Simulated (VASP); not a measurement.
A run of VASP 6.6.1:

The input INCAR:

```
PREC = Accurate
ENCUT = 400
EDIFF = 1E-6
ISMEAR = 0
SIGMA = 0.15
LREAL = False
LASPH = True
NELM = 120
ALGO = Normal
ISIF = 2
LWAVE = False
LCHARG = False
GGA = PE
IVDW = 12
NBANDS = 99
GGA_COMPAT = False
```

File KPOINTS:

```
Automatic mesh
0
Gamma
  2 2 2
```

POSCAR

```
Ba
1.0
   10.0400000000      0.0000000000      0.0000000000
    0.0000000000     10.0400000000      0.0000000000
    0.0000000000      0.0000000000     10.0400000000
Ba
17
Direct
   -0.0102828038     -0.0408380864     -0.0473374762
    0.5095104921      0.0085536267      0.0035129036
   -0.0061520958      0.4901976762      0.0021155941
    0.0108359321     -0.0407660550      0.5472927172
    0.2972801558      0.2901110680      0.2397213081
    0.5108258238      0.5122009752     -0.0138748303
    0.4906654746      0.0085238376      0.4968042948
    0.7027235200      0.2901546357      0.2608313818
    0.0063690516      0.4900135379      0.4981144594
    0.2481667004      0.7596909699      0.2438184493
    0.2469285463      0.2411176153      0.7595664727
    0.4894417986      0.5123437245      0.5142255989
    0.7520434513      0.7596246070      0.2564033163
    0.7533530823      0.2410249898      0.7408015584
    0.2647035665      0.7376815119      0.7608368245
    0.7355944187      0.7378449454      0.7394413288
   -0.0000695346      0.1245750701      0.2498484684
```

Potentials or basis: VASP PAW PBE potentials, release 64 (Ba_sv).

Launch:

```bash
$ cat potpaw_PBE.64/Ba_sv/POTCAR > POTCAR
$ mpirun -np 1 vasp_std > vasp.out
```

Hardware: 1 thread of Intel(R) Xeon(R) Platinum 8259CL CPU @ 2.50GHz (Skylake/Cascade Lake), with other jobs on the host.

Estimate the wall time of this run.

Run time: 16 min on 1 thread of Intel(R) Xeon(R) Platinum 8259CL CPU @ 2.50GHz (Skylake/Cascade Lake) (shared host), peak memory 0.88 GiB. Counts: scf iterations 15, k points 8.
